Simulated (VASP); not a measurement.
## W: single point with LDA

W:

```
CELL_PARAMETERS angstrom
0.00000 -1.98648 -1.98648
0.00000 1.98648 -1.98648
3.97296 0.00000 0.00000
ATOMIC_POSITIONS crystal
W 0.52034 0.47966 0.49658
W 0.97966 0.02034 0.00342
```

This cell differs from its parent crystal: atoms displaced along a vibrational mode.

```json
{
  "Program": "VASP 6.6.1",
  "Task": "single point",
  "Functional": "LDA",
  "Potentials or basis": "VASP PAW LDA potentials, release 64 (W_sv)",
  "Cutoff": "500 eV",
  "k mesh": "16 × 16 × 12",
  "Occupations": "gaussian, width 0.15 eV",
  "Spin": "no spin polarisation",
  "Dipole correction": "no",
  "Further INCAR settings": "ALGO = Normal; EDIFF = 1e-06; NBANDS = 21"
}
```

```
Pressure               : 3.3 GPa
Largest force          : 0.736 eV/Å
Band gap on the k mesh : zero (bands 14 and 15 overlap by 3.87 eV)
```

Forces in eV/Å, atoms in the order of the input:
```
W    0.421  0.604  0.000
W   -0.421 -0.604  0.000
```

Stress tensor (GPa, compression positive):
```
 4.56 -0.93  0.00
-0.93  0.93  0.00
 0.00  0.00  4.48
```

Levels at points of the mesh, in eV from the Fermi level:
| k point | band 11 | band 12 | band 13 | band 14 | band 15 | band 16 | band 17 | band 18 |
| --- | --- | --- | --- | --- | --- | --- | --- | --- |
| (0.00, 0.00, 0.00) | -4.78 | -0.76 | -0.67 | -0.56 | 2.51 | 2.75 | 3.51 | 5.18 |
| (0.50, 0.00, 0.00) | -2.56 | -2.34 | -1.89 | -1.60 | 0.79 | 1.05 | 1.84 | 3.00 |
| (0.50, 0.50, 0.00) | -4.82 | -4.75 | 3.10 | 3.46 | 5.23 | 5.77 | 5.82 | 6.07 |
| (0.00, 0.00, 0.50) | -3.33 | -3.12 | -0.44 | -0.10 | 1.66 | 1.72 | 1.80 | 1.87 |
| (0.50, 0.00, 0.50) | -1.01 | -1.01 | -0.83 | -0.81 | 0.96 | 0.96 | 5.12 | 5.14 |
| (0.50, 0.50, 0.50) | -2.16 | -2.11 | -2.01 | -1.96 | 1.42 | 1.43 | 6.14 | 6.15 |

It took 3 min on 1 thread of Intel(R) Xeon(R) Platinum 8488C (Sapphire Rapids) (shared host), peak memory 0.47 GiB.

Caveat: the cell differs from its parent crystal (atoms displaced along a vibrational mode); the cell stands under pressure; spin-orbit coupling is left out, which moves the levels of the heavy elements.
